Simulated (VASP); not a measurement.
# Al (I4/mmm) in VASP: further runs, part 2 of 2

VASP 6.6.1.

### 3 Single point, r2SCAN (strain -0.015 along x and y, -0.030 along z)

POSCAR reads:

```
Al
1.0
   -1.5673504096      1.5673504096      1.5434821293
    1.5673504096     -1.5673504096      1.5434821293
    1.5673504096      1.5673504096     -1.5434821293
Al
1
Direct
    0.0000000000      0.0000000000      0.0000000000
```

INCAR.step1 reads:

```
SYSTEM = Al
PREC = Accurate
ENCUT = 520
ISMEAR = 0
SIGMA = 0.15
LREAL = .False.
LASPH = .True.
NELM = 60
NBANDS = 8
GGA = PE
ALGO = Normal
EDIFF = 1E-4
LWAVE = .True.
LCHARG = .False.
```

INCAR.step2 reads:

```
SYSTEM = Al
PREC = Accurate
ENCUT = 520
EDIFF = 1E-6
ISMEAR = 0
SIGMA = 0.15
LREAL = .False.
LASPH = .True.
NELM = 60
ALGO = Normal
ISIF = 2
LWAVE = .False.
LCHARG = .False.
METAGGA = R2SCAN
LMIXTAU = .True.
NBANDS = 8
ISTART = 1
```

KPOINTS reads:

```
regular mesh
0
Gamma
  20 20 20
  0 0 0
```

Potentials or basis: VASP PAW PBE potentials, release 64 (Al).

Command:

```bash
> cat potpaw_PBE.64/Al/POTCAR > POTCAR
> cp INCAR.step1 INCAR
> mpirun -np 1 vasp_std > vasp.out
> cp INCAR.step2 INCAR
> mpirun -np 1 vasp_std > vasp.out
```

Wall time 2.2 min (1 thread of Intel Xeon Platinum 8488C (Sapphire Rapids), shared host); peak memory 0.17 GiB.

Results (log left out):

* Free energy: -6.6093 eV
* Pressure: 5.9 GPa

Stress tensor (GPa, compression positive):
```
6.33 0.00 0.00
0.00 6.33 0.00
0.00 0.00 5.14
```

Levels at points of the mesh, in eV from the Fermi level:
```csv
k point,band 1,band 2,band 3,band 4
"(0.00, 0.00, 0.00)",-12.47,14.30,14.71,14.71
"(0.50, 0.00, 0.00)",-5.02,-4.06,8.76,9.41
"(0.50, 0.50, 0.00)",-5.11,-4.21,9.12,9.75
"(0.50, 0.50, 0.50)",2.00,2.00,2.49,2.72
```

Caveat: the cell differs from its parent crystal (strain -0.015 along x and y, -0.030 along z); the PAW data sets were made with another functional, which shifts forces and pressure a little.

### 4 Single point, r2SCAN (strain -0.030 along x and y, +0.015 along z)

POSCAR reads:

```
Al
1.0
   -1.5434821293      1.5434821293      1.6150869704
    1.5434821293     -1.5434821293      1.6150869704
    1.5434821293      1.5434821293     -1.6150869704
Al
1
Direct
    0.0000000000      0.0000000000      0.0000000000
```

INCAR.step1 reads:

```
ALGO = Normal ; EDIFF = 1E-4
ENCUT = 520 ; GGA = PE
ISMEAR = 0 ; LASPH = T
LCHARG = F ; LREAL = F
LWAVE = T ; NBANDS = 8
NELM = 80 ; PREC = Accurate
SIGMA = 0.15
```

INCAR.step2 reads:

```
ALGO = Normal ; EDIFF = 1E-7
ENCUT = 520 ; ISIF = 2
ISMEAR = 0 ; ISTART = 1
LASPH = T ; LCHARG = F
LMIXTAU = T ; LREAL = F
LWAVE = F ; METAGGA = R2SCAN
NBANDS = 8 ; NELM = 80
PREC = Accurate ; SIGMA = 0.15
```

KPOINTS reads:

```
k-points
0
Gamma
  20 20 20
```

Potentials or basis: VASP PAW PBE potentials, release 64 (Al).

Command:

```bash
> cat potpaw_PBE.64/Al/POTCAR > POTCAR
> cp INCAR.step1 INCAR
> mpirun -np 1 vasp_std > vasp.out
> cp INCAR.step2 INCAR
> mpirun -np 1 vasp_std > vasp.out
```

OUTCAR:

```text
EDIFF = 1E-7
   ENCUT = 520
   ISIF = 2
   ISMEAR = 0
   ISTART = 1
   LASPH = T
   LREAL = F
   METAGGA = R2SCAN
   NELM = 80
   PREC = Accurate

 ion  position               nearest neighbor table
   1  0.000  0.000  0.000-

  LATTYP: Found a body centered tetragonal cell.
 ALAT       =     3.0869642586
 C/A-ratio  =     1.0463917526

  Lattice vectors:

 A1 = (  -1.5434821293,   1.5434821293,   1.6150869704)
 A2 = (   1.5434821293,  -1.5434821293,   1.6150869704)
 A3 = (   1.5434821293,   1.5434821293,  -1.6150869704)

[... 433 lines left out ...]
  band No.  band energies     occupation
      1      -0.2077      2.00000
      2      10.2359      0.00000
      3      17.9265      0.00000
      4      19.0336      0.00000
      5      21.8354      0.00000
      6      23.1343      0.00000
      7      27.5552      0.00000
      8      30.9711      0.00000

 [... further k-points ...]
[... 5 lines left out ...]
  --------------------------------------------------------------------------------------
  -------------------------------------------------------------------------------------
  Total        0.3368216      0.3368216      0.5736615      0.0000000      0.0000000      0.0000000
  in kB       35.0631880     35.0631880     59.7182640      0.0000000      0.0000000      0.0000000
  external PRESSURE =      43.2815467 kB  Pullay stress =       0.0000000 kB

 VOLUME and BASIS-vectors are now :
 -----------------------------------------------------------------------------
  energy-cutoff  :      520.00
  volume of cell :       15.39
      direct lattice vectors                 reciprocal lattice vectors
    -1.543482129  1.543482129  1.615086970     0.000000000  0.323942850  0.309580852
     1.543482129 -1.543482129  1.615086970     0.323942850  0.000000000  0.309580852
     1.543482129  1.543482129 -1.615086970     0.323942850  0.323942850  0.000000000

 POSITION                                       TOTAL-FORCE (eV/Angst)
 -----------------------------------------------------------------------------------
      0.00000      0.00000      0.00000         0.000000     -0.000000     -0.000000
 -----------------------------------------------------------------------------------
    total drift:                                0.000000      0.000000     -0.000000

  FREE ENERGIE OF THE ION-ELECTRON SYSTEM (eV)
  ---------------------------------------------------
  free  energy   TOTEN  =        -6.6201111293 eV

  energy  without entropy=       -6.6158854662  energy(sigma->0) =       -6.61799830
```

OUTCAR.step1:

```text
EDIFF = 1E-4
   ENCUT = 520
   GGA = PE
   ISMEAR = 0
   LASPH = T
[... 480 lines left out ...]

 POSITION                                       TOTAL-FORCE (eV/Angst)
 -----------------------------------------------------------------------------------
      0.00000      0.00000      0.00000         0.000000     -0.000000      0.000000
 -----------------------------------------------------------------------------------
    total drift:                                0.000000      0.000000      0.000000

  FREE ENERGIE OF THE ION-ELECTRON SYSTEM (eV)
  ---------------------------------------------------
  free  energy   TOTEN  =        -3.6200337659 eV

  energy  without entropy=       -3.6148922021  energy(sigma->0) =       -3.61746298
```

Wall time 2.5 min (1 thread of Intel Xeon Platinum 8488C (Sapphire Rapids), shared host); peak memory 0.17 GiB.

What came out:

| Property | Result |
| --- | --- |
| Free energy | -6.6201 eV |
| Pressure | 4.3 GPa |

Caveat: the cell differs from its parent crystal (strain -0.030 along x and y, +0.015 along z); the PAW data sets were made with another functional, which shifts forces and pressure a little.

### 5 Single point, r2SCAN (strain -0.030 along x and y, +0.030 along z)

POSCAR reads:

```
Al
1.0
   -1.5434821293      1.5434821293      1.6389552507
    1.5434821293     -1.5434821293      1.6389552507
    1.5434821293      1.5434821293     -1.6389552507
Al
1
Direct
    0.0000000000      0.0000000000      0.0000000000
```

INCAR.step1 reads:

```
SYSTEM = Al
PREC = Accurate ; ENCUT = 520
ISMEAR = 0 ; SIGMA = 0.15
LREAL = .False. ; LASPH = .True.
NELM = 100 ; NBANDS = 8
GGA = PE ; ALGO = Normal
EDIFF = 1E-4 ; LWAVE = .True.
LCHARG = .False.
```

INCAR.step2 reads:

```
SYSTEM = Al
PREC = Accurate ; ENCUT = 520
EDIFF = 1E-7 ; ISMEAR = 0
SIGMA = 0.15 ; LREAL = .False.
LASPH = .True. ; NELM = 100
ALGO = Normal ; ISIF = 2
LWAVE = .False. ; LCHARG = .True.
METAGGA = R2SCAN ; LMIXTAU = .True.
LELF = .True. ; LVHAR = .True.
NBANDS = 8 ; ISTART = 1
```

KPOINTS reads:

```
Automatic mesh
0
Gamma
  20 20 20
  0 0 0
```

Command:

```bash
> cat potpaw_PBE.64/Al/POTCAR > POTCAR
> cp INCAR.step1 INCAR
> mpirun -np 1 vasp_std > vasp.out
> cp INCAR.step2 INCAR
> mpirun -np 1 vasp_std > vasp.out
```

Wall time 2.8 min (1 thread of Intel Xeon Platinum 8488C (Sapphire Rapids), shared host); peak memory 0.17 GiB.

The run converged. Its results:

```
Free energy : -6.6278 eV
Pressure    : 2.9 GPa
```

Stress tensor (GPa, compression positive):
```
1.81 0.00 0.00
0.00 1.81 0.00
0.00 0.00 5.01
```

Levels at points of the mesh, in eV from the Fermi level:
| k point | band 1 | band 2 | band 3 | band 4 | band 5 | band 6 |
| --- | --- | --- | --- | --- | --- | --- |
| (0.00, 0.00, 0.00) | -12.25 | 13.93 | 13.93 | 15.45 | 16.37 | 16.79 |
| (0.50, 0.00, 0.00) | -5.03 | -4.25 | 9.30 | 9.74 | 11.59 | 12.97 |
| (0.50, 0.50, 0.00) | -4.69 | -3.67 | 7.95 | 8.48 | 10.02 | 12.35 |
| (0.50, 0.50, 0.50) | 0.92 | 2.33 | 2.75 | 2.75 | 3.27 | 7.40 |

Caveat: the cell differs from its parent crystal (strain -0.030 along x and y, +0.030 along z); the PAW data sets were made with another functional, which shifts forces and pressure a little.

### 6 Summary

| cell | gap on the mesh (eV) | pressure (GPa) |
| --- | --- | --- |
| a = 2.701 Å, angles 110.3, 110.3, 107.8°, 1 atom | none | 5.9 |
| a = 2.701 Å, angles 109.1, 109.1, 110.3°, 1 atom | none | 5.9 |
| a = 2.715 Å, angles 110.7, 110.7, 107.0°, 1 atom | none | 4.3 |
| a = 2.730 Å, angles 111.1, 111.1, 106.2°, 1 atom | none | 2.9 |

Alike in all rows: task single point; level r2SCAN; potentials or basis VASP PAW PBE potentials, release 64 (Al); no spin polarisation; k mesh 20 × 20 × 20; cutoff (eV) 520; smearing gaussian 0.15 eV.

Caveats: the PAW data sets were made with another functional, which shifts forces and pressure a little.

Absolute energies hang on the potentials; compare differences alone.
